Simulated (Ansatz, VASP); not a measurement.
**Two plane-wave programs on BN**

```
B N
1.0
     2.55394    0.00000    0.00000
    -1.27697    2.21178    0.00000
     0.00000    0.00000    4.22685
B N
2 2
Direct
  0.66667 0.33333 0.99972
  0.33333 0.66667 0.49972
  0.49047 0.33333 0.57204
  0.33333 0.66667 0.12528
```

Alike in both runs: task single point; functional r2SCAN; k mesh 12 × 12 × 6; occupations gaussian, width 0.05 eV; no spin polarisation.

|  | VASP | Ansatz |
| --- | --- | --- |
| version | VASP 6.6.1 | Ansatz 0.2.0 |
| potentials or method | VASP PAW PBE potentials, release 64 (B, N), cutoff 520 eV | scalar-relativistic, plane waves, PAW |
| valence electrons in the cell | 16 | 16 |

```tsv
	VASP	Ansatz	Ansatz less VASP
gap on the k mesh at the Fermi level (eV)	3.22	3.20	-0.020
least direct gap on the mesh (eV)	5.32	5.32	-0.004
rms of the force components (eV/Å)	9.838	9.768	-0.0708
```

VASP's potentials were made for PBE, not for r2SCAN. Atom by atom the forces differ by 0.080 eV/Å (rms over components).
